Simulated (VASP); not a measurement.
# Al3Cu2 (P-3m1) in VASP: further runs

Runs on Al3Cu2. Level: PBEsol. Tasks: single point.

Program: VASP 6.6.1. These are calculated values, not measurements. Logs are shortened: lines on timing, memory, paths and dates and some standing lists are left out, and cuts for length are marked.

**1. The cell of the first run**

It takes space group P-3m1 (No. 164, trigonal). The conventional cell has a = 4.327 Å, b = 4.327 Å, c = 4.471 Å, α = 90.00°, β = 90.00°, γ = 120.00°. Al (site symmetry -3m) has 6 Cu at 2.60 Å and 6 Al at 2.95 Å within 3.4 Å. Within 3.0 Å of Al (site symmetry 3m) lie 5 Cu at 2.19 to 2.64 Å and 6 Al at 2.83 to 2.95 Å. Within 2.9 Å of Cu (site symmetry 3m) lie 8 Al at 2.19 to 2.64 Å and 3 Cu at 2.87 Å.

**2. Single point, PBEsol**

The input, INCAR:

```
  ALGO = Fast
  EDIFF = 1E-7
  ENCUT = 520
  GGA = PS
  ISIF = 2
  ISMEAR = 0
  LASPH = T
  LCHARG = F
  LREAL = F
  LWAVE = F
  NBANDS = 24
  NELM = 60
  PREC = Accurate
  SIGMA = 0.15
```

The input, KPOINTS:

```
k-points
0
Gamma
  18 18 12
```

The input, POSCAR:

```
Al3Cu2
1.0
    4.3267423529      0.0000000000      0.0000000000
   -2.1633711765      3.7470687933      0.0000000000
    0.0000000000      0.0000000000      4.4705243456
Al Cu
3 2
Direct
    0.0000000000      0.0000000000      0.0000000000
    0.3333333333      0.6666666667      0.3515059809
    0.6666666667      0.3333333333      0.6484940191
    0.3333333333      0.6666666667      0.8422899817
    0.6666666667      0.3333333333      0.1577100183
```

Potentials or basis: VASP PAW PBE potentials, release 64 (Al, Cu).

Started as:

```bash
$ cat potpaw_PBE.64/Al/POTCAR potpaw_PBE.64/Cu/POTCAR > POTCAR
$ mpirun -np 1 vasp_std > vasp.out
```

OUTCAR:

```text
EDIFF = 1E-7
   ENCUT = 520
   GGA = PS
   ISIF = 2
   ISMEAR = 0
   LASPH = T
   LREAL = F
   NELM = 60
   PREC = Accurate

 ion  position               nearest neighbor table
   1  0.000  0.000  0.000-   4 2.60   5 2.60   5 2.60   4 2.60   5 2.60   4 2.60   2 2.95   3 2.95
                             2 2.95   3 2.95   3 2.95   2 2.95
   2  0.333  0.667  0.352-   4 2.19   4 2.28   5 2.64   5 2.64   5 2.64   3 2.83   3 2.83   3 2.83
                             1 2.95   1 2.95   1 2.95
   3  0.667  0.333  0.648-   5 2.19   5 2.28   4 2.64   4 2.64   4 2.64   2 2.83   2 2.83   2 2.83
                             1 2.95   1 2.95   1 2.95
   4  0.333  0.667  0.842-   2 2.19   2 2.28   1 2.60   1 2.60   1 2.60   3 2.64   3 2.64   3 2.64

   5  0.667  0.333  0.158-   3 2.19   3 2.28   1 2.60   1 2.60   1 2.60   2 2.64   2 2.64   2 2.64

  LATTYP: Found a hexagonal cell.
 ALAT       =     4.3267423529
 C/A-ratio  =     1.0332310041

  Lattice vectors:

 A1 = (   4.3267423529,   0.0000000000,   0.0000000000)
 A2 = (  -2.1633711765,   3.7470687933,   0.0000000000)
 A3 = (   0.0000000000,   0.0000000000,   4.4705243456)

Analysis of symmetry for initial positions (statically):
=====================================================================
 Subroutine PRICEL returns:
 Original cell was already a primitive cell.

 Routine SETGRP: Setting up the symmetry group for a
 hexagonal supercell.

 Subroutine GETGRP returns: Found 12 space group operations
 (whereof 12 operations were pure point group operations)
 out of a pool of 24 trial point group operations.

The static configuration has the point symmetry D_3d.

Analysis of symmetry for dynamics (positions and initial velocities):
=====================================================================
 Subroutine PRICEL returns:
 Original cell was already a primitive cell.

 Routine SETGRP: Setting up the symmetry group for a
 hexagonal supercell.

 Subroutine GETGRP returns: Found 12 space group operations
 (whereof 12 operations were pure point group operations)
 out of a pool of 24 trial point group operations.

The dynamic configuration has the point symmetry D_3d.

 Subroutine INISYM returns: Found 12 space group operations
 (whereof 12 operations are pure point group operations),
 and found     1 'primitive' translations

----------------------------------------------------------------------------------------

[... 94 lines left out ...]
   LSORBIT =      F    spin-orbit coupling
   LASPH  =      T    aspherical Exc in radial PAW
   ENCUT  =  520.0 eV  38.22 Ry    6.18 a.u.   8.04  8.04  8.31*2*pi/ulx,y,z
   NELM   =     60;   NELMIN=  2; NELMDL= -5     # of ELM steps
   EDIFF  = 0.1E-06   stopping-criterion for ELM
   LREAL  =      F    real-space projection
   EDIFFG = 0.1E-05   stopping-criterion for IOM
   NSW    =      0    number of steps for IOM
   IBRION =     -1    ionic relax: 0-MD 1-quasi-New 2-CG
   NFREE  =      0    steps in history (QN), initial steepest desc. (CG)
   ISIF   =      2    stress and relaxation
   ISYM   =      2    0-nonsym 1-usesym 2-fastsym
   POTIM  = 0.5000    time-step for ionic-motion
   TEBEG  =    0.0;   TEEND  =   0.0 temperature during run
   PSTRESS=    0.0 pullay stress
   NELECT =      31.0000    total number of electrons
   NUPDOWN=      -1.0000    fix difference up-down
   EMIN   =  10.00;   EMAX   =-10.00  energy-range for DOS
   EFERMI =   0.00;   METHOD = LEGACY
   ISMEAR =     0;   SIGMA  =   0.15  broadening in eV -4-tet -1-fermi 0-gaus
   EFERMI_NEDOS =   21; number of points for ismear=-14 and -15
   IALGO  =     68    algorithm
   IMIX   =      4    mixing-type and parameters
     AMIX     =   0.40;   BMIX     =  1.00
     AMIX_MAG =   1.60;   BMIX_MAG =  1.00
  volume/ion in A,a.u.               =      14.50        97.82
  Fermi-wavevector in a.u.,A,eV,Ry     =   1.233460  2.330901 20.700218  1.521423
  Thomas-Fermi vector in A             =   2.368189
   LORBIT       =      0    0 simple, 1 ext, 2 COOP (PROOUT), +10 PAW based schemes
   GGA     = PS    functional components
   LHFCALC =     F    Hartree Fock is set to
   AEXX    =    0.0000 exact exchange contribution
   IVDW    =     0    specifies the selected vdW correction
   LEPSILON=     F    determine dielectric tensor
   LRPA    =     F    only Hartree local field effects (RPA)
 non-spin polarized calculation
 RMM-DIIS sequential band-by-band and
 Gauss-broadening in eV      SIGMA  =   0.15
  energy-cutoff  :      520.00
  volume of cell :       72.48
 maximum number of plane-waves:      1968
   NGX = 17   NGY = 17   NGZ = 17

 number of electron      30.9999987 magnetization

 Free energy of the ion-electron system (eV)
  ---------------------------------------------------
  ext. energy  EPLUGINS =         0.00000000
  ---------------------------------------------------
  free energy    TOTEN  =       -20.84378016 eV

  energy without entropy =      -20.82836279  energy(sigma->0) =      -20.83607147

 E-fermi :   8.2321     XC(G=0): -11.0549

 val. band max:        8.2293314923   @ k =   0.3333   0.0000   0.5000
 cond. band min:       8.2356094529   @ k =  -0.1111   0.5000   0.2500
 fundamental gap:      0.0062779606
 Fermi energy:         8.2321303202

 k-point     1 :       0.0000    0.0000    0.0000
  band No.  band energies     occupation
      1      -2.9407      2.00000
      2       2.0915      2.00000
      3       2.7574      2.00000
      4       2.9885      2.00000
      5       2.9885      2.00000
      6       3.2563      2.00000
[... 637 lines left out ...]
     23      14.6932      0.00000
     24      15.4432      0.00000

 [... further k-points ...]
[... 5 lines left out ...]
  --------------------------------------------------------------------------------------
  -------------------------------------------------------------------------------------
  Total       -2.9587546     -2.9587546     14.4349016      0.0000000      0.0000000     -0.0000000
  in kB      -65.4046099    -65.4046099    319.0900376      0.0000000      0.0000000     -0.0000000
  external PRESSURE =      62.7602726 kB  Pullay stress =       0.0000000 kB

 VOLUME and BASIS-vectors are now :
 -----------------------------------------------------------------------------
  energy-cutoff  :      520.00
  volume of cell :       72.48
      direct lattice vectors                 reciprocal lattice vectors
     4.326742353  0.000000000  0.000000000     0.231120764  0.133437636  0.000000000
    -2.163371177  3.747068793  0.000000000     0.000000000  0.266875271  0.000000000
     0.000000000  0.000000000  4.470524346     0.000000000  0.000000000  0.223687407

 POSITION                                       TOTAL-FORCE (eV/Angst)
 -----------------------------------------------------------------------------------
      0.00000      0.00000      0.00000        -0.000000      0.000000     -0.000000
     -0.00000      2.49805      1.57142        -0.000000      0.000000     -0.248761
      2.16337      1.24902      2.89911        -0.000000      0.000000      0.248761
     -0.00000      2.49805      3.76548         0.000000      0.000000      0.849971
      2.16337      1.24902      0.70505        -0.000000     -0.000000     -0.849971
 -----------------------------------------------------------------------------------
    total drift:                               -0.000000      0.000000      0.000000

  FREE ENERGIE OF THE ION-ELECTRON SYSTEM (eV)
  ---------------------------------------------------
  free  energy   TOTEN  =       -20.8437801589 eV

  energy  without entropy=      -20.8283627902  energy(sigma->0) =      -20.83607147
```

OSZICAR:

```text
N       E                     dE             d eps       ncg     rms          rms(c)
DAV:   1     0.174983279045E+03    0.17498E+03   -0.12293E+04 18968   0.148E+03
DAV:   2    -0.145979998954E+02   -0.18958E+03   -0.17649E+03 19032   0.287E+02
DAV:   3    -0.252859075548E+02   -0.10688E+02   -0.10140E+02 24752   0.914E+01
[... 11 lines left out ...]
RMM:  15    -0.208437915306E+02   -0.46555E-05   -0.50406E-05 26235   0.457E-02    0.370E-02
RMM:  16    -0.208437789022E+02    0.12628E-04   -0.26782E-05 24007   0.666E-02    0.319E-02
RMM:  17    -0.208437805348E+02   -0.16325E-05   -0.19334E-05 25481   0.248E-02    0.217E-02
RMM:  18    -0.208437800730E+02    0.46178E-06   -0.31374E-06 24204   0.156E-02    0.289E-02
RMM:  19    -0.208437801589E+02   -0.85954E-07   -0.86968E-07 23804   0.649E-03
   1 F= -.20843780E+02 E0= -.20836071E+02  d E =-.154174E-01
```

It took 5.2 min on 1 thread of Intel Xeon 6975P-C (Granite Rapids), shared host; peak memory 0.63 GiB.

What came out:

| Quantity | Value |
| --- | --- |
| Free energy | -20.8438 eV |
| Pressure | 6.3 GPa |
| Largest force | 0.850 eV/Å |
| Band gap on the k mesh | zero (an odd number of electrons rules out a gap without spin polarisation) |

Forces in eV/Å, atoms in the order of the input:
```
Al   0.000  0.000  0.000
Al   0.000  0.000 -0.249
Al   0.000  0.000  0.249
Cu   0.000  0.000  0.850
Cu   0.000  0.000 -0.850
```

Stress tensor (GPa, compression positive):
```
-6.54  0.00  0.00
 0.00 -6.54  0.00
 0.00  0.00 31.91
```

Levels at points of the mesh, in eV from the Fermi level:
```
           k point  band 13  band 14  band 15  band 16  band 17  band 18  band 19  band 20
(0.00, 0.00, 0.00)    -2.85    -1.02    -1.02     0.51     0.51     1.24     1.56     4.99
(0.50, 0.00, 0.00)    -3.64    -2.04    -1.85    -0.48     0.26     1.30     3.85     4.40
(0.00, 0.00, 0.50)     0.80     0.80     0.83     0.83     1.39     1.91     1.91     2.19
(0.50, 0.00, 0.50)    -3.98    -3.44    -1.90    -0.20     0.18     0.21     7.12     7.38
```

Caveat: the cell stands under pressure; the PAW data sets were made with another functional, which shifts forces and pressure a little.

**3. Single point, PBEsol**

This run uses another cell than the first one, of the same volume but with other edges.

The input, INCAR:

```
ALGO = Fast
EDIFF = 1E-7
ENCUT = 520
GGA = PS
ISIF = 2
ISMEAR = 0
LASPH = True
LCHARG = False
LREAL = False
LWAVE = False
NBANDS = 24
NELM = 60
PREC = Accurate
SIGMA = 0.15
```

KPOINTS is that of step 2.

POSCAR, as its differences from that of step 2:

```diff
@@ -2,5 +2,5 @@
 1.0
-    4.3267423529      0.0000000000      0.0000000000
-   -2.1633711765      3.7470687933      0.0000000000
-    0.0000000000      0.0000000000      4.4705243456
+    3.8569167184      0.0000000000      0.0000000000
+   -1.9284583592      3.3401878584      0.0000000000
+    0.0000000000      0.0000000000      5.6260036708
 Al Cu
```

Potentials or basis: VASP PAW PBE potentials, release 64 (Al, Cu).

Started as:

```bash
$ cat potpaw_PBE.64/Al/POTCAR potpaw_PBE.64/Cu/POTCAR > POTCAR
$ mpirun -np 1 vasp_std > vasp.out
```

It took 7.2 min on 1 thread of Intel Xeon 6975P-C (Granite Rapids), shared host; peak memory 0.64 GiB.

The run converged. Its results:

* Free energy: -21.0362 eV
* Pressure: 4.2 GPa
* Largest force: 0.382 eV/Å
* Band gap on the k mesh: zero (an odd number of electrons rules out a gap without spin polarisation)

Forces in eV/Å, atoms in the order of the input:
```
Al   0.000  0.000  0.000
Al   0.000  0.000 -0.031
Al   0.000  0.000  0.031
Cu   0.000  0.000 -0.382
Cu   0.000  0.000  0.382
```

Stress tensor (GPa, compression positive):
```
11.01  0.00  0.00
 0.00 11.01  0.00
 0.00  0.00 -9.47
```

Levels at points of the mesh, in eV from the Fermi level:
```
           k point  band 13  band 14  band 15  band 16  band 17  band 18  band 19  band 20
(0.00, 0.00, 0.00)    -3.60     1.30     1.30     2.77     2.77     4.53     4.75     5.56
(0.50, 0.00, 0.00)    -3.37    -2.89    -1.87    -1.22    -0.56     1.59     2.96     3.74
(0.00, 0.00, 0.50)    -0.17     0.72     2.29     2.29     2.52     2.52     3.65     3.65
(0.50, 0.00, 0.50)    -3.89    -3.32    -0.97     0.46     1.56     2.32     3.20     3.29
```

Caveat: the cell stands under pressure; the PAW data sets were made with another functional, which shifts forces and pressure a little.
